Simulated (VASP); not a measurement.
Write the native input for VASP 6.6.1 that does the following.

```yaml
Task: electric field gradients
Functional: PBE
Potentials_or_basis: VASP PAW PBE potentials, release 64 (Hg, Te)
Cutoff: 520 eV
k_mesh: 10 × 10 × 10
Occupations: fermi-dirac, width 0.08 eV
Spin: no spin polarisation
Dipole_correction: no
Further_INCAR_settings: ALGO = Normal; EDIFF = 1e-08; NBANDS = 16
```

The structure of HgTe lies in POSCAR:

```
HgTe
1.0
   -0.0876450000      2.8776775000      2.8776775000
    2.8776775000     -0.0876450000      2.8776775000
    2.8776775000      2.8776775000     -0.0876450000
Hg Te
1 1
Direct
    0.0000000000      0.0000000000      0.0000000000
    0.5000000000      0.5000000000      0.5000000000
```

This cell differs from its parent crystal: equal xy, yz and zx shear strains of -3 %.

One way to write it, as run:

INCAR

```
SYSTEM = HgTe
ALGO     = Normal         ! electronic algorithm
EDIFF    = 1E-8           ! SCF threshold, eV
ENCUT    = 520            ! plane-wave cutoff, eV
GGA      = PE             ! functional
ISIF     = 2              ! what is computed and relaxed
ISMEAR   = -1             ! smearing method
LASPH    = .True.         ! aspherical terms in the spheres
LCHARG   = .False.        ! write CHGCAR
LEFG     = .True.       
LREAL    = .False.        ! projectors in reciprocal space
LWAVE    = .False.        ! write WAVECAR
NBANDS   = 16             ! bands
NELM     = 60             ! most SCF steps
PREC     = Accurate       ! precision mode
SIGMA    = 0.08           ! smearing width, eV
```

KPOINTS

```
k-points
0
Gamma
  10 10 10
  0 0 0
```

Potentials or basis: VASP PAW PBE potentials, release 64 (Hg, Te).

Launch:

```sh
$ cat potpaw_PBE.64/Hg/POTCAR potpaw_PBE.64/Te/POTCAR > POTCAR
$ mpirun -np 1 vasp_std > vasp.out
```

Results of the run:

```yaml
Pressure: 10.6 GPa
Band_gap_on_the_k_mesh: zero (bands 9 and 10 overlap by 3.10 eV)
Largest_electric_field_gradient_by_atom: Hg +23.5; Te -29.0 V/Å²
```

Caveat: the cell differs from its parent crystal (equal xy, yz and zx shear strains of -3 %); the cell stands under pressure; without QUAD_EFG the Cq values of the log hold for a quadrupole moment of 1 mb, not for the nuclei; spin-orbit coupling is left out, which moves the levels of the heavy elements.

It took 45 s on 1 thread of AMD EPYC 9R45 96-Core Processor (Zen 5), with other jobs on the host, peak memory 0.21 GiB.
